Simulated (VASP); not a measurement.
# Si (P6_3/mmc) in VASP: single point with r2SCAN

Aim: the single point of Si with r2SCAN.

Everything below comes from runs of VASP 6.6.1. Logs are shortened: lines on timing, memory, paths and dates and some standing lists are left out, and cuts for length are marked.

## 1. The cell of the first run

The structure is hexagonal, space group P6_3/mmc (No. 194). The conventional cell has a = 4.138 Å, b = 4.138 Å, c = 6.839 Å, α = 90.00°, β = 90.00°, γ = 120.00°. Within 3.4 Å of Si (site symmetry 3m) lie 4 Si at 2.54 to 2.56 Å.

This isn't the form of Si at room conditions, which is diamond.

## 2. Single point, r2SCAN (strain +0.080 along x and y, +0.080 along z)

POSCAR reads:

```
Si
1.0
    4.1378228574      0.0000000000      0.0000000000
   -2.0689114287      3.5834597108      0.0000000000
    0.0000000000      0.0000000000      6.8392317602
Si
4
Direct
    0.3333333333      0.6666666667      0.0630095000
    0.6666666667      0.3333333333      0.5630095000
    0.3333333333      0.6666666667      0.4369905000
    0.6666666667      0.3333333333      0.9369905000
```

INCAR.step1 reads:

```
PREC     = Accurate       # precision mode
ENCUT    = 520            # plane-wave cutoff, eV
ISMEAR   = 0              # smearing method
SIGMA    = 0.05           # smearing width, eV
LREAL    = False          # projectors in reciprocal space
LASPH    = True           # aspherical terms in the spheres
NELM     = 100            # most SCF steps
NBANDS   = 16             # bands
GGA      = PE             # functional
ALGO     = Normal         # electronic algorithm
EDIFF    = 1E-4           # SCF threshold, eV
LWAVE    = True           # write WAVECAR
LCHARG   = False          # write CHGCAR
```

INCAR.step2 reads:

```
PREC     = Accurate       # precision mode
ENCUT    = 520            # plane-wave cutoff, eV
EDIFF    = 1E-6           # SCF threshold, eV
ISMEAR   = 0              # smearing method
SIGMA    = 0.05           # smearing width, eV
LREAL    = False          # projectors in reciprocal space
LASPH    = True           # aspherical terms in the spheres
NELM     = 100            # most SCF steps
ALGO     = Normal         # electronic algorithm
ISIF     = 2              # what is computed and relaxed
LWAVE    = False          # write WAVECAR
LCHARG   = False          # write CHGCAR
METAGGA  = R2SCAN         # meta-GGA
LMIXTAU  = True         
NBANDS   = 16             # bands
ISTART   = 1
```

KPOINTS reads:

```
regular mesh
0
Gamma
  12 12 6
```

Potentials or basis: VASP PAW PBE potentials, release 64 (Si).

The run is started by

```console
$ cat potpaw_PBE.64/Si/POTCAR > POTCAR
$ cp INCAR.step1 INCAR
$ mpirun -np 1 vasp_std > vasp.out
$ cp INCAR.step2 INCAR
$ mpirun -np 1 vasp_std > vasp.out
```

OUTCAR:

```text
PREC = Accurate
   ENCUT = 520
   EDIFF = 1E-6
   ISMEAR = 0
   LREAL = False
   LASPH = True
   NELM = 100
   ISIF = 2
   METAGGA = R2SCAN
   ISTART = 1

 ion  position               nearest neighbor table
   1  0.333  0.667  0.063-   4 2.54   4 2.54   4 2.54   3 2.56
   2  0.667  0.333  0.563-   3 2.54   3 2.54   3 2.54   4 2.56
   3  0.333  0.667  0.437-   2 2.54   2 2.54   2 2.54   1 2.56
   4  0.667  0.333  0.937-   1 2.54   1 2.54   1 2.54   2 2.56

  LATTYP: Found a hexagonal cell.
 ALAT       =     4.1378228574
 C/A-ratio  =     1.6528575524

  Lattice vectors:

 A1 = (   4.1378228574,   0.0000000000,   0.0000000000)
 A2 = (  -2.0689114287,   3.5834597108,   0.0000000000)
 A3 = (   0.0000000000,   0.0000000000,   6.8392317602)

Analysis of symmetry for initial positions (statically):
=====================================================================
 Subroutine PRICEL returns:
 Original cell was already a primitive cell.

 Routine SETGRP: Setting up the symmetry group for a
 hexagonal supercell.

 Subroutine GETGRP returns: Found 24 space group operations
 (whereof 12 operations were pure point group operations)
 out of a pool of 24 trial point group operations.

The static configuration has the point symmetry D_3d.
 The point group associated with its full space group is D_6h.

Analysis of symmetry for dynamics (positions and initial velocities):
=====================================================================
 Subroutine PRICEL returns:
 Original cell was already a primitive cell.

 Routine SETGRP: Setting up the symmetry group for a
 hexagonal supercell.

 Subroutine GETGRP returns: Found 24 space group operations
 (whereof 12 operations were pure point group operations)
 out of a pool of 24 trial point group operations.

The dynamic configuration has the point symmetry D_3d.
 The point group associated with its full space group is D_6h.

 Subroutine INISYM returns: Found 24 space group operations
 (whereof 12 operations are pure point group operations),
 and found     1 'primitive' translations

----------------------------------------------------------------------------------------

                                     Primitive cell

  volume of cell :     101.4102

  direct lattice vectors                    reciprocal lattice vectors
     4.137822857  0.000000000  0.000000000     0.241672985  0.139529963  0.000000000
    -2.068911429  3.583459711  0.000000000     0.000000000  0.279059926  0.000000000
     0.000000000  0.000000000  6.839231760     0.000000000  0.000000000  0.146215253

  length of vectors
     4.137822857  4.137822857  6.839231760     0.279059926  0.279059926  0.146215253

  position of ions in fractional coordinates (direct lattice)
     0.333333333  0.666666667  0.063009500
     0.666666667  0.333333333  0.563009500
     0.333333333  0.666666667  0.436990500
     0.666666667  0.333333333  0.936990500

  ion indices of the primitive-cell ions
   primitive index   ion index
                 1           1
                 2           2
                 3           3
                 4           4

----------------------------------------------------------------------------------------

 KPOINTS: regular mesh

Automatic generation of k-mesh.
 Grid dimensions read from file:
 generate k-points for:   12   12    6

 Generating k-lattice:

  Cartesian coordinates                     Fractional coordinates (reciprocal lattice)
     0.020139415  0.011627497  0.000000000     0.083333333 -0.000000000  0.000000000
     0.000000000  0.023254994  0.000000000     0.000000000  0.083333333  0.000000000
     0.000000000  0.000000000  0.024369209     0.000000000  0.000000000  0.166666667

  Length of vectors
     0.023254994  0.023254994  0.024369209

  Shift w.r.t. Gamma in fractional coordinates (k-lattice)
     0.000000000  0.000000000  0.000000000

 Subroutine IBZKPT returns following result:
 ===========================================

 Found     76 irreducible k-points:

 Following reciprocal coordinates:
            Coordinates               Weight
  0.000000  0.000000  0.000000      1.000000
  0.083333  0.000000  0.000000      6.000000
  0.166667  0.000000  0.000000      6.000000
  0.250000  0.000000  0.000000      6.000000
  0.333333  0.000000  0.000000      6.000000
  0.416667  0.000000  0.000000      6.000000
[... 16 lines left out ...]
  0.250000  0.000000  0.166667     12.000000
  0.333333  0.000000  0.166667     12.000000
 [... further k-points ...]
   k-points           NKPTS =     76   k-points in BZ     NKDIM =     76   number of bands    NBANDS=     16
   number of dos      NEDOS =    301   number of ions     NIONS =      4
   total plane-waves  NPLWV =  55296
   dimension x,y,z NGX =    32 NGY =   32 NGZ =   54
   dimension x,y,z NGXF=    64 NGYF=   64 NGZF=  108
   ions per type =               4
   NGX,Y,Z   is equivalent  to a cutoff of  12.86, 12.86, 13.13 a.u.
   NGXF,Y,Z  is equivalent  to a cutoff of  25.71, 25.71, 26.25 a.u.
 SYSTEM =  unknown system
   PREC   = accura    normal or accurate (medium, high low for compatibility)
   ISTART =      1    job   : 0-new  1-cont  2-samecut
   ICHARG =      0    charge: 1-file 2-atom 10-const
   ISPIN  =      1    spin polarized calculation?
   LNONCOLLINEAR =      F non collinear calculations
   LSORBIT =      F    spin-orbit coupling
   LASPH  =      T    aspherical Exc in radial PAW
   ENCUT  =  520.0 eV  38.22 Ry    6.18 a.u.   7.69  7.69 12.72*2*pi/ulx,y,z
   NELM   =    100;   NELMIN=  2; NELMDL=  0     # of ELM steps
   EDIFF  = 0.1E-05   stopping-criterion for ELM
   LREAL  =      F    real-space projection
   EDIFFG = 0.1E-04   stopping-criterion for IOM
   NSW    =      0    number of steps for IOM
   IBRION =     -1    ionic relax: 0-MD 1-quasi-New 2-CG
   NFREE  =      0    steps in history (QN), initial steepest desc. (CG)
   ISIF   =      2    stress and relaxation
   ISYM   =      2    0-nonsym 1-usesym 2-fastsym
   POTIM  = 0.5000    time-step for ionic-motion
   TEBEG  =    0.0;   TEEND  =   0.0 temperature during run
   PSTRESS=    0.0 pullay stress
   NELECT =      16.0000    total number of electrons
   NUPDOWN=      -1.0000    fix difference up-down
   EMIN   =  10.00;   EMAX   =-10.00  energy-range for DOS
   EFERMI =   0.00;   METHOD = LEGACY
   ISMEAR =     0;   SIGMA  =   0.05  broadening in eV -4-tet -1-fermi 0-gaus
   EFERMI_NEDOS =   21; number of points for ismear=-14 and -15
   IALGO  =     38    algorithm
   IMIX   =      4    mixing-type and parameters
     AMIX     =   0.40;   BMIX     =  1.00
     AMIX_MAG =   1.60;   BMIX_MAG =  1.00
  volume/ion in A,a.u.               =      25.35       171.09
  Fermi-wavevector in a.u.,A,eV,Ry     =   0.884615  1.671680 10.647151  0.782544
  Thomas-Fermi vector in A             =   2.005539
   LORBIT       =      0    0 simple, 1 ext, 2 COOP (PROOUT), +10 PAW based schemes
   METAGGA = R2SCAN    functional components
   LHFCALC =     F    Hartree Fock is set to
   AEXX    =    0.0000 exact exchange contribution
   IVDW    =     0    specifies the selected vdW correction
   LEPSILON=     F    determine dielectric tensor
   LRPA    =     F    only Hartree local field effects (RPA)
 non-spin polarized calculation
 Gauss-broadening in eV      SIGMA  =   0.05
  energy-cutoff  :      520.00
  volume of cell :      101.41
 maximum number of plane-waves:      2762
 NGX is ok and might be reduce to    32
   NGX = 15   NGY = 15   NGZ = 25

 number of electron      16.0000000 magnetization

 Free energy of the ion-electron system (eV)
  ---------------------------------------------------
  ext. energy  EPLUGINS =         0.00000000
  ---------------------------------------------------
  free energy    TOTEN  =       -33.95517007 eV

  energy without entropy =      -33.95517007  energy(sigma->0) =      -33.95517007

 E-fermi :   4.0123     XC(G=0):  -8.9374

 val. band max:        3.7503282029   @ k =   0.0000   0.0000   0.0000
 cond. band min:       4.4419480171   @ k =   0.0000   0.0000   0.0000
 fundamental gap:      0.6916198143
 Fermi energy:         4.0122968879

 k-point     1 :       0.0000    0.0000    0.0000
  band No.  band energies     occupation
      1      -7.4440      2.00000
      2      -5.5757      2.00000
      3      -2.7260      2.00000
      4       2.4800      2.00000
      5       2.4800      2.00000
      6       3.4995      2.00000
[... 8 lines left out ...]
     15       7.9285      0.00000
     16      10.2066      0.00000

 k-point     2 :       0.0833    0.0000    0.0000
  band No.  band energies     occupation
      1      -7.3744      2.00000
      2      -5.5031      2.00000
      3      -2.7145      2.00000
      4       1.8655      2.00000
      5       2.3469      2.00000
      6       2.9513      2.00000
[... 8 lines left out ...]
     15       8.1899      0.00000
     16       9.7847      0.00000

 k-point     3 :       0.1667    0.0000    0.0000
  band No.  band energies     occupation
      1      -7.1677      2.00000
      2      -5.2874      2.00000
      3      -2.7143      2.00000
      4       0.8903      2.00000
      5       1.7290      2.00000
      6       2.0413      2.00000
[... 8 lines left out ...]
     15       8.8870      0.00000
     16       9.1009      0.00000

 k-point     4 :       0.2500    0.0000    0.0000
  band No.  band energies     occupation
      1      -6.8323      2.00000
      2      -4.9351      2.00000
      3      -2.8424      2.00000
      4       0.1278      2.00000
      5       0.5229      2.00000
      6       1.7084      2.00000
[... 8 lines left out ...]
     15       9.8204      0.00000
     16       9.8642      0.00000
[... 324 lines left out ...]
 k-point    22 :       0.1667    0.0000    0.1667
  band No.  band energies     occupation
      1      -7.0909      2.00000
      2      -5.5351      2.00000
      3      -2.3418      2.00000
      4       0.9811      2.00000
      5       1.3597      2.00000
      6       2.1035      2.00000
[... 8 lines left out ...]
     15       8.7081      0.00000
     16       9.4509      0.00000

 k-point    23 :       0.2500    0.0000    0.1667
  band No.  band energies     occupation
      1      -6.7561      2.00000
      2      -5.1961      2.00000
      3      -2.5070      2.00000
      4       0.2271      2.00000
      5       0.2931      2.00000
      6       1.7715      2.00000
[... 8 lines left out ...]
     15       9.5863      0.00000
     16       9.6496      0.00000

 k-point    24 :       0.3333    0.0000    0.1667
  band No.  band energies     occupation
      1      -6.3145      2.00000
      2      -4.7589      2.00000
      3      -2.9432      2.00000
      4      -0.8094      2.00000
      5       0.0126      2.00000
      6       1.4978      2.00000
[... 8 lines left out ...]
     15      10.4266      0.00000
     16      10.6640      0.00000

 [... further k-points ...]
[... 5 lines left out ...]
  --------------------------------------------------------------------------------------
  -------------------------------------------------------------------------------------
  Total       -8.5567263     -8.5567263     -8.5539199      0.0000000      0.0000000      0.0000000
  in kB     -135.1874832   -135.1874832   -135.1431446      0.0000000      0.0000000      0.0000000
  external PRESSURE =    -135.1727037 kB  Pullay stress =       0.0000000 kB

 VOLUME and BASIS-vectors are now :
 -----------------------------------------------------------------------------
  energy-cutoff  :      520.00
  volume of cell :      101.41
      direct lattice vectors                 reciprocal lattice vectors
     4.137822857  0.000000000  0.000000000     0.241672985  0.139529963  0.000000000
    -2.068911429  3.583459711  0.000000000     0.000000000  0.279059926  0.000000000
     0.000000000  0.000000000  6.839231760     0.000000000  0.000000000  0.146215253

 POSITION                                       TOTAL-FORCE (eV/Angst)
 -----------------------------------------------------------------------------------
     -0.00000      2.38897      0.43094         0.000000     -0.000000     -0.075046
      2.06891      1.19449      3.85055        -0.000000      0.000000     -0.075046
     -0.00000      2.38897      2.98868        -0.000000     -0.000000      0.075046
      2.06891      1.19449      6.40830        -0.000000      0.000000      0.075046
 -----------------------------------------------------------------------------------
    total drift:                               -0.000000      0.000000     -0.000000

  FREE ENERGIE OF THE ION-ELECTRON SYSTEM (eV)
  ---------------------------------------------------
  free  energy   TOTEN  =       -33.9551700693 eV

  energy  without entropy=      -33.9551700693  energy(sigma->0) =      -33.95517007
```

Run time: 8.7 min. Hardware: 1 thread of AMD EPYC 7R43 (Zen 3), shared host; peak memory 0.24 GiB.

What came out:

| Property | Result |
| --- | --- |
| Free energy | -33.9552 eV |
| Pressure | -13.5 GPa |
| Largest force | 0.075 eV/Å |
| Band gap on the k mesh | 0.69 eV |

Forces in eV/Å, atoms in the order of the input:
```
Si   0.000  0.000 -0.075
Si   0.000  0.000 -0.075
Si   0.000  0.000  0.075
Si   0.000  0.000  0.075
```

Caveat: the cell differs from its parent crystal (strain +0.080 along x and y, +0.080 along z); the cell stands under tension; the PAW data sets were made with another functional, which shifts forces and pressure a little. A k mesh can miss the band edges.
